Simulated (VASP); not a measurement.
## Hf: single point with PBE

Crystal: Hf.

```
CELL_PARAMETERS angstrom
3.10080 0.00000 0.00000
-1.55040 2.68537 0.00000
0.00000 0.00000 4.90607
ATOMIC_POSITIONS crystal
Hf 0.33333 0.66667 0.25000
Hf 0.66667 0.33333 0.75000
```

This cell differs from its parent crystal: strain -0.030 along x and y, -0.030 along z.

| Item | Value |
| --- | --- |
| Program | VASP 6.6.1 |
| Task | single point |
| Functional | PBE |
| Potentials or basis | VASP PAW PBE potentials, release 64 (Hf_pv) |
| Cutoff | 520 eV |
| k mesh | 18 × 18 × 10 |
| Occupations | gaussian, width 0.15 eV |
| Spin | no spin polarisation |

```
Pressure               : 12.0 GPa
Band gap on the k mesh : zero (bands 10 and 11 overlap by 1.56 eV)
```

Stress tensor (GPa, compression positive):
```
11.86  0.00  0.00
 0.00 11.86  0.00
 0.00  0.00 12.32
```

Levels at points of the mesh, in eV from the Fermi level:
```
           k point  band 6  band 7  band 8  band 9  band 10  band 11  band 12  band 13  band 14  band 15
(0.00, 0.00, 0.00)  -29.88   -7.69   -4.01    0.99     1.19     1.19     1.50     2.11     2.11     2.83
(0.50, 0.00, 0.00)  -30.00   -3.51   -3.11   -2.54    -0.63     0.76     0.99     1.86     6.51     7.09
(0.00, 0.00, 0.50)  -29.96   -5.54   -5.54    0.11     0.11     1.07     1.07     1.07     1.07     5.27
(0.50, 0.00, 0.50)  -30.14   -3.72   -3.72   -1.17    -1.17     1.51     1.51     2.85     2.85     6.72
```

It took 2.7 min on 1 thread of Intel Xeon 8259CL, with other jobs on the host, peak memory 0.25 GiB.

Caveat: the cell differs from its parent crystal (strain -0.030 along x and y, -0.030 along z); the cell stands under pressure; spin-orbit coupling is left out, which moves the levels of the heavy elements.
